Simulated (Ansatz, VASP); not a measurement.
MgO in VASP and in Ansatz

Contents of INCAR:

```
  ALGO = Normal
  EDIFF = 1E-6
  ENCUT = 600
  GGA = RE
  GGA_COMPAT = False
  ISIF = 2
  ISMEAR = 0
  LASPH = True
  LCHARG = True
  LELF = True
  LREAL = False
  LVHAR = True
  LWAVE = False
  NBANDS = 11
  NELM = 120
  PREC = Accurate
  SIGMA = 0.01
```

Contents of KPOINTS:

```
k-points
0
Gamma
  8 8 8
```

Contents of POSCAR:

```
MgO
1.0
    0.0000000000      2.1085000000      2.1085000000
    2.1085000000      0.0000000000      2.1085000000
    2.1085000000      2.1085000000      0.0000000000
Mg O
1 1
Direct
    0.0000000000      0.0000000000      0.0000000000
    0.5000000000      0.5000000000      0.5000000000
```

Input for Ansatz:

```yaml
crystal:
  lattice:
    bravais: fcc
    a: 4.217
  space_group: 225
  atoms:
    - { symbol: Mg, position: [0.0, 0.0, 0.0] }
    - { symbol: O, position: [0.5, 0.0, 0.0] }
  reduce_to_primitive: true
basis:
  ecutwfc: 530.0
kpoints:
  mp_grid:
    grid: [8, 8, 8]
hamiltonian:
  xc: revpbe
scf:
  occupations:
    method: fixed
output:
  stress: true
  eigenvalues: true
```

Alike in both runs: task single point; functional revPBE; k mesh 8 × 8 × 8; no spin polarisation.

|  | VASP | Ansatz |
| --- | --- | --- |
| version | VASP 6.6.1 | Ansatz 0.2.0 |
| potentials or method | VASP PAW PBE potentials, release 64 (Mg, O), cutoff 600 eV | plane waves, PAW |
| occupations | gaussian, width 0.01 eV | fixed |
| valence electrons in the cell | 8 | 16 |

|  | VASP | Ansatz | Ansatz less VASP |
| --- | --- | --- | --- |
| gap on the k mesh at the Fermi level (eV) | 4.78 | 4.80 | +0.021 |
| pressure (GPa) | 6.7 | 7.9 | +1.20 |

VASP's potentials were made for PBE, not for revPBE. VASP's potentials hold 8 valence electrons a cell and Ansatz's 16, so a difference there can come from the potentials and not from the codes.
